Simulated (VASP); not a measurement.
O, 1 atom in the cell. Symmetry: Fm-3m, No. 225, cubic system. Conventional cell: a = 3.066 Å, b = 3.066 Å, c = 3.066 Å, α = 90.00°, β = 90.00°, γ = 90.00°. Within 2.9 Å of O (site symmetry m-3m) lie 12 O at 2.17 Å. 

* Program: VASP 6.6.1
* Task: single point
* Functional: LDA
* Potentials or basis: VASP PAW LDA potentials, release 64 (O)
* Cutoff: 520 eV
* k mesh: 18 × 18 × 18
* Occupations: fermi-dirac, width 0.08 eV
* Spin: no spin polarisation
* Dipole correction: no
* Further INCAR settings: ALGO = Normal; EDIFF = 1e-06; NBANDS = 9

Potentials or basis: VASP PAW LDA potentials, release 64 (O).

The run is started by

```sh
$ cat potpaw_LDA.64/O/POTCAR > POTCAR
$ mpirun -np 1 vasp_std > vasp.out
```

Hardware: 1 thread of AMD EPYC 9R45 96-Core Processor (Zen 5), on a shared host.

Q: Estimate the wall time of this run.

A: It took 3.8 s on 1 thread of AMD EPYC 9R45 96-Core Processor (Zen 5), on a shared host, peak memory 0.08 GiB. Counts: scf iterations 9, k points 195.
